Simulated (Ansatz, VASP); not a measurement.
**Ca in VASP and in Ansatz**

INCAR

```
SYSTEM = Ca
  PREC = Accurate
  ENCUT = 520
  EDIFF = 1E-6
  ISMEAR = 0
  SIGMA = 0.15
  LREAL = .False.
  LASPH = .True.
  NELM = 100
  ALGO = Fast
  ISIF = 2
  LWAVE = .False.
  LCHARG = .True.
  GGA = PE
  LELF = .True.
  LVHAR = .True.
  NBANDS = 11
```

The input KPOINTS:

```
regular mesh
0
Gamma
  14 14 14
  0 0 0
```

Contents of POSCAR:

```
Ca
1.0
    0.0000000000      2.8780260000      2.7942000000
    2.8780260000      0.0000000000      2.7942000000
    2.8780260000      2.8780260000      0.0000000000
Ca
1
Direct
    0.0000000000      0.0000000000      0.0000000000
```

Input for Ansatz:

```yaml
crystal:
  lattice:
    - [0.0, 2.878026, 2.7942]
    - [2.878026, 0.0, 2.7942]
    - [2.878026, 2.878026, 0.0]
  atoms:
    - { symbol: Ca, position: [0.0, 0.0, 0.0] }
basis:
  ecutwfc: 420
kpoints:
  mp_grid: { grid: [14, 14, 14] }
hamiltonian:
  xc: pbe
scf:
  occupations: { method: gaussian, width: 0.15 }
output:
  forces: true
  stress: true
  eigenvalues: true
```

Change from the starting cell: strain +0.030 along x and y, +0.000 along z, atoms carried along.

Alike in both runs: task single point; functional PBE; k mesh 14 × 14 × 14; occupations gaussian, width 0.15 eV; no spin polarisation.

```csv
,VASP,Ansatz
version,VASP 6.6.1,Ansatz 0.2.0
potentials or method,"VASP PAW PBE potentials, release 64 (Ca_sv), cutoff 520 eV","scalar-relativistic, plane waves, PAW"
valence electrons in the cell,10,10
```

```csv
,VASP,Ansatz,Ansatz less VASP
gap on the k mesh at the Fermi level (eV),none,none,-
pressure (GPa),-1.4,-1.4,0.00
"traceless stress, the component that is largest in VASP (GPa)",0.12,0.12,0.000
```

A gap of «none» marks a metal or a gap that the smearing closes.
